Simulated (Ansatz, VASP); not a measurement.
# One calculation of Sc5Al, two programs

```
Sc Al
1.0
     3.21227    0.00000    0.00000
     0.00000    3.21227    0.00000
     0.00000    0.00000   13.31618
Sc Al
5 1
Direct
  0.00000 0.00000 0.64451
  0.50000 0.50000 0.82261
  0.00000 0.00000 0.00000
  0.50000 0.50000 0.17739
  0.00000 0.00000 0.35549
  0.50000 0.50000 0.50000
```

Alike in both runs: functional PBE; k mesh 6 × 6 × 2; occupations gaussian, width 0.1 eV; no spin polarisation.

Ansatz relaxed the structure, and its values are those at the end. VASP's run is a single point on that final structure, the one shown.

|  | VASP | Ansatz |
| --- | --- | --- |
| version | VASP 6.6.1 | Ansatz 0.2.0 |
| potentials or method | VASP PAW PBE potentials, release 64 (Sc_sv, Al), cutoff 520 eV | scalar-relativistic, plane waves, PAW |
| valence electrons in the cell | 58 | 58 |

```csv
,VASP,Ansatz,Ansatz less VASP
gap on the k mesh at the Fermi level (eV),none,none,-
pressure (GPa),0.2,0.2,-0.04
rms of the force components (eV/Å),0.004,0.005,+0.0010
```

A gap of «none» marks a metal or a gap that the smearing closes.
